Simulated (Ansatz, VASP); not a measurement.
# Two plane-wave programs on BeTe

The input INCAR:

```
SYSTEM = BeTe
ALGO = Normal ; EDIFF = 1E-6
ENCUT = 520 ; GGA = PE
ISIF = 2 ; ISMEAR = 0
LASPH = .True. ; LCHARG = .True.
LELF = .True. ; LREAL = .False.
LVHAR = .True. ; LWAVE = .False.
NBANDS = 16 ; NELM = 80
PREC = Accurate ; SIGMA = 0.1
```

File KPOINTS:

```
k-points
0
Gamma
  4 4 4
  0 0 0
```

Contents of POSCAR:

```
BeTe
1.0
    3.9119471000      0.0000000000      0.0000000000
    0.0000000000      3.9119471000      0.0000000000
    0.0000000000      0.0000000000      7.4258011000
Be Te
2 2
Direct
    0.0000000000      0.0000000000      0.5000000000
    0.5000000000      0.5000000000      0.5000000000
    0.5000000000      0.0000000000      0.7061330000
    0.0000000000      0.5000000000      0.2938670000
```

Input for Ansatz:

```yaml
crystal:
  lattice:
    - [3.9119471, 0.0, 0.0]
    - [0.0, 3.9119471, 0.0]
    - [0.0, 0.0, 7.4258011]
  atoms:
    - { symbol: Be, position: [0.0, 0.0, 0.5] }
    - { symbol: Be, position: [0.5, 0.5, 0.5] }
    - { symbol: Te, position: [0.5, 0.0, 0.706133] }
    - { symbol: Te, position: [0.0, 0.5, 0.293867] }
basis:
  ecutwfc: 420
kpoints:
  mp_grid: { grid: [4, 4, 4] }
hamiltonian:
  xc: pbe
scf:
  occupations: { method: gaussian, width: 0.1 }
  lower_state_search: "off"
output:
  forces: true
  stress: true
  eigenvalues: true
```

Alike in both runs: task single point; functional PBE; k mesh 4 × 4 × 4; occupations gaussian, width 0.1 eV; no spin polarisation.

|  | VASP | Ansatz |
| --- | --- | --- |
| version | VASP 6.6.1 | Ansatz 0.2.0 |
| potentials or method | VASP PAW PBE potentials, release 64 (Be, Te), cutoff 520 eV | scalar-relativistic, plane waves, PAW |
| valence electrons in the cell | 16 | 36 |

|  | VASP | Ansatz | Ansatz less VASP |
| --- | --- | --- | --- |
| gap on the k mesh at the Fermi level (eV) | 2.10 | 2.11 | +0.016 |
| least direct gap on the mesh (eV) | 2.10 | 2.11 | +0.016 |
| pressure (GPa) | 0.3 | 0.2 | -0.14 |
| traceless stress, the component that is largest in VASP (GPa) | -0.35 | -0.41 | -0.058 |
| rms of the force components (eV/Å) | 0.000 | 0.019 | +0.0184 |

Atom by atom the forces differ by 0.019 eV/Å (rms over components). With one functional, cell and mesh, what is left measures potentials, basis and numerics. VASP's potentials hold 16 valence electrons a cell and Ansatz's 36, so a difference there can come from the potentials and not from the codes.

Neither program's run includes spin-orbit coupling.
